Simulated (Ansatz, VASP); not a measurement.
## CsI in VASP and in Ansatz

INCAR

```
SYSTEM = CsI
ALGO = Normal ; EDIFF = 1E-8
ENCUT = 400 ; GGA = PE
GGA_COMPAT = .FALSE. ; ISIF = 2
ISMEAR = -1 ; LASPH = .TRUE.
LCHARG = .FALSE. ; LEFG = .TRUE.
LREAL = .FALSE. ; LWAVE = .FALSE.
NBANDS = 15 ; NELM = 120
PREC = Accurate ; SIGMA = 0.01
```

File KPOINTS:

```
k-points
0
G
  7 7 7
  0 0 0
```

The input POSCAR:

```
CsI
1.0
    4.4742689116      0.0000000000      0.0000000000
    0.0000000000      4.4742689116      0.0000000000
    0.0000000000      0.0000000000      4.4742689116
Cs I
1 1
Direct
    0.0000000000      0.0000000000      0.0000000000
    0.5000000000      0.5000000000      0.5000000000
```

Input for Ansatz:

```yaml
crystal:
  lattice:
    - [4.4742689116, 0.0, 0.0]
    - [0.0, 4.4742689116, 0.0]
    - [0.0, 0.0, 4.4742689116]
  atoms:
    - { symbol: Cs, position: [0.0, 0.0, 0.0] }
    - { symbol: I, position: [0.5, 0.5, 0.5] }
kpoints:
  mp_grid: { grid: [7, 7, 7] }
scf:
  occupations: { method: fermi_dirac, width: 0.01 }
hamiltonian:
  xc: pbe
  pseudopotentials: { kind: paw }
output:
  forces: true
  stress: true
  eigenvalues: true
  efg: { contact_densities: true }
```

Change from the starting cell: volume scaled by 0.9405, PAW files.

Alike in both runs: task electric field gradients; functional PBE; k mesh 7 × 7 × 7; occupations fermi-dirac, width 0.01 eV; no spin polarisation.

|  | VASP | Ansatz |
| --- | --- | --- |
| version | VASP 6.6.1 | Ansatz 0.2.0 |
| potentials or method | VASP PAW PBE potentials, release 64 (Cs_sv, I) | PAW with Ansatz's default frozen-core files, scalar-relativistic |
| plane-wave cutoff (eV) | 400 | 420 |
| valence electrons in the cell | 16 | 26 |

|  | VASP | Ansatz | Ansatz less VASP |
| --- | --- | --- | --- |
| gap on the k mesh at the Fermi level (eV) | 4.11 | 4.13 | +0.018 |
| pressure (GPa) | 1.8 | 1.7 | -0.04 |

VASP's potentials hold 16 valence electrons a cell and Ansatz's 26, so a difference there can come from the potentials and not from the codes.

Neither program's run includes spin-orbit coupling.
